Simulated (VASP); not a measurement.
A run of VASP 6.6.1:

The input INCAR:

```
PREC = Accurate
ENCUT = 600
EDIFF = 1E-7
ISMEAR = 0
SIGMA = 0.02
LREAL = F
LASPH = T
NELM = 100
ALGO = Normal
ISIF = 3
LWAVE = F
LCHARG = F
GGA = PE
IBRION = 2
NSW = 100
EDIFFG = -0.01
```

File KPOINTS:

```
regular mesh
0
Gamma
  8 8 4
```

Contents of POSCAR:

```
LiCl
1.0
    1.9588787102     -3.4671523080      0.0000000000
    1.9588787102      3.4671523080      0.0000000000
    0.0000000000      0.0000000000      8.3709347763
Li Cl
2 2
Direct
    0.4234860851      0.5765139149      0.2500000000
    0.5765139149      0.4234860851      0.7500000000
    0.9060830418      0.0939169582      0.7500000000
    0.0939169582      0.9060830418      0.2500000000
```

Potentials or basis: VASP PAW PBE potentials, release 64 (Li_sv, Cl).

Command:

```console
$ cat potpaw_PBE.64/Li_sv/POTCAR potpaw_PBE.64/Cl/POTCAR > POTCAR
$ mpirun -np 1 vasp_std > vasp.out
```

Hardware: 1 thread of Intel(R) Xeon(R) 6975P-C (Granite Rapids) (shared host).

Estimate the wall time of this run.

It took 5 min on 1 thread of Intel(R) Xeon(R) 6975P-C (Granite Rapids), with other jobs on the host, peak memory 0.31 GiB. Counts: scf iterations 101, k points 63, ion steps 13.
